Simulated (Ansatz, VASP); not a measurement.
**GaP: VASP beside Ansatz**

```xyz
4
Lattice="1.9607 1.1320 5.4277 -1.9607 1.1320 5.4277 0.0000 -2.2640 5.4277" Properties=species:S:1:pos:R:3 pbc="T T T"
Ga    0.0000    0.0000    7.0991
Ga    0.0000    0.0000    9.1840
P     0.0000    0.0000    0.9450
P     0.0000    0.0000   15.3381
```

Alike in both runs: task single point; functional LDA; k mesh 9 × 9 × 9; occupations gaussian, width 0.05 eV; no spin polarisation.

```csv
,VASP,Ansatz
version,VASP 6.6.1,Ansatz 0.2.0
potentials or method,"VASP PAW LDA potentials, release 64 (Ga_d, P), cutoff 520 eV","scalar-relativistic, plane waves, PAW"
valence electrons in the cell,36,36
```

```csv
,VASP,Ansatz,Ansatz less VASP
gap on the k mesh at the Fermi level (eV),none,none,-
pressure (GPa),16.9,16.8,-0.09
"traceless stress, the component that is largest in VASP (GPa)",41.91,42.02,+0.103
rms of the force components (eV/Å),2.777,2.816,+0.0387
```

Ansatz warns that its potentials were made for another functional, while VASP's fit it. LDA's correlation is that of Perdew and Zunger in VASP and of Perdew and Wang (1992) in Ansatz. Atom by atom the forces differ by 0.072 eV/Å (rms over components). A gap of «none» marks a metal or a gap that the smearing closes.
